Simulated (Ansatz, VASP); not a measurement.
**One calculation of GaN, two programs**

File INCAR:

```
SYSTEM = GaN
  PREC = Accurate
  ENCUT = 520
  EDIFF = 1E-7
  ISMEAR = -1
  SIGMA = 0.02
  LREAL = .False.
  LASPH = .True.
  NELM = 100
  ALGO = Normal
  ISIF = 2
  LWAVE = .False.
  LCHARG = .True.
  GGA = PE
  LELF = .True.
  LVHAR = .True.
  NBANDS = 46
```

Contents of KPOINTS:

```
Automatic mesh
0
Gamma
  12 12 4
  0 0 0
```

POSCAR

```
GaN
1.0
    3.1816940577      0.0000000000      0.0000000000
   -1.5908470288      2.7554278811      0.0000000000
    0.0000000000      0.0000000000     10.3772901642
Ga N
4 4
Direct
    0.0000000000      0.0000000000     -0.0003613162
    0.3333333333      0.6666666667      0.2499322511
    0.0000000000      0.0000000000      0.4996386838
    0.6666666667      0.3333333333      0.7499322511
    0.0000000000      0.0000000000      0.1876438573
    0.3333333333      0.6666666667      0.4377852078
    0.0000000000      0.0000000000      0.6876438573
    0.6666666667      0.3333333333      0.9377852078
```

Input for Ansatz:

```yaml
crystal:
  lattice:
    - [3.1816940577, 0.0, 0.0]
    - [-1.5908470288, 2.7554278811, 0.0]
    - [0.0, 0.0, 10.3772901642]
  atoms:
    - { symbol: Ga, position: [0.0, 0.0, -0.0003613162] }
    - { symbol: Ga, position: [0.3333333333, 0.6666666667, 0.2499322511] }
    - { symbol: Ga, position: [0.0, 0.0, 0.4996386838] }
    - { symbol: Ga, position: [0.6666666667, 0.3333333333, 0.7499322511] }
    - { symbol: "N", position: [0.0, 0.0, 0.1876438573] }
    - { symbol: "N", position: [0.3333333333, 0.6666666667, 0.4377852078] }
    - { symbol: "N", position: [0.0, 0.0, 0.6876438573] }
    - { symbol: "N", position: [0.6666666667, 0.3333333333, 0.9377852078] }
kpoints:
  mp_grid: { grid: [12, 12, 4] }
  band_path:
    path:
      - [[0.0, 0.0, 0.0], [0.5, -2.18579419429e-17, 1.41114136234e-18], [0.3333333333333, 0.3333333333333, 4.578966600014e-19], [0.0, 0.0, 0.0], [7.477877992486e-36, 5.88726448701e-36, 0.5], [0.5, -2.192514085138e-17, 0.5], [0.3333333333333, 0.3333333333333, 0.5], [7.477877992486e-36, 5.88726448701e-36, 0.5]]
      - [[0.5, -2.192514085138e-17, 0.5], [0.5, -2.18579419429e-17, 1.41114136234e-18]]
      - [[0.3333333333333, 0.3333333333333, 0.5], [0.3333333333333, 0.3333333333333, 4.578966600014e-19]]
    npoints: 10
hamiltonian:
  xc: pbe
scf:
  occupations: { method: fermi_dirac, width: 0.02 }
  n_extra_bands: 6
output:
  forces: true
  stress: true
  eigenvalues: true
```

Alike in both runs: task single point; functional PBE; k mesh 12 × 12 × 4; occupations fermi-dirac, width 0.02 eV; no spin polarisation.

```csv
,VASP,Ansatz
version,VASP 6.6.1,Ansatz 0.2.0
potentials or method,"VASP PAW PBE potentials, release 64 (Ga_d, N)","plane waves, PAW"
plane-wave cutoff (eV),520,420
valence electrons in the cell,72,72
```

|  | VASP | Ansatz | Ansatz less VASP |
| --- | --- | --- | --- |
| gap on the k mesh at the Fermi level (eV) | 1.85 | 1.84 | -0.008 |
| pressure (GPa) | 6.2 | 6.2 | -0.03 |
